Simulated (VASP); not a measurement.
Set up this calculation in VASP 6.6.1, as the native input.

```yaml
Task: single point
Functional: PBE
Potentials_or_basis: VASP PAW PBE potentials, release 64 (P)
Cutoff: 520 eV
k_mesh: 6 × 8 × 1
Occupations: fermi-dirac, width 0.02 eV
Spin: no spin polarisation
Dipole_correction: yes
Further_INCAR_settings: ALGO = Normal; EDIFF = 1e-06; NBANDS = 18
```

The structure of P lies in POSCAR:

```
P
1.0
    4.6275012813      0.0000000000      0.0000000000
    0.0000000000      3.1931115251      0.0000000000
    0.0000000000      0.0000000000     27.8195791164
P
4
Direct
    0.0896676512      0.0000000000      0.3790885903
    0.4103323488      0.5000000000      0.3790885903
    0.5896676512      0.5000000000      0.3038836402
    0.9103323488      0.0000000000      0.3038836402
```

This cell differs from its parent crystal: uniaxial y strain -3.0%.

These files were run (other wordings do the same):

INCAR

```
ALGO = Normal ; DIPOL = 0.5 0.5 0.341
EDIFF = 1E-6 ; ENCUT = 520
GGA = PE ; IDIPOL = 3
ISIF = 2 ; ISMEAR = -1
LASPH = T ; LCHARG = T
LDIPOL = T ; LELF = T
LREAL = F ; LVACPOTAV = T
LVHAR = T ; LWAVE = F
NBANDS = 18 ; NELM = 100
PREC = Accurate ; SIGMA = 0.02
```

KPOINTS

```
k-points
0
Gamma
  6 8 1
```

Potentials or basis: VASP PAW PBE potentials, release 64 (P).

Launch:

```bash
$ cat potpaw_PBE.64/P/POTCAR > POTCAR
$ mpirun -np 1 vasp_std > vasp.out
```

Results of the run:

```
Largest force          : 0.234 eV/Å
Band gap on the k mesh : 0.77 eV
```

Caveat: the cell differs from its parent crystal (uniaxial y strain -3.0%).

It took 100 s on 1 thread of Intel(R) Xeon(R) 6975P-C (Granite Rapids), on a shared host, peak memory 0.48 GiB.
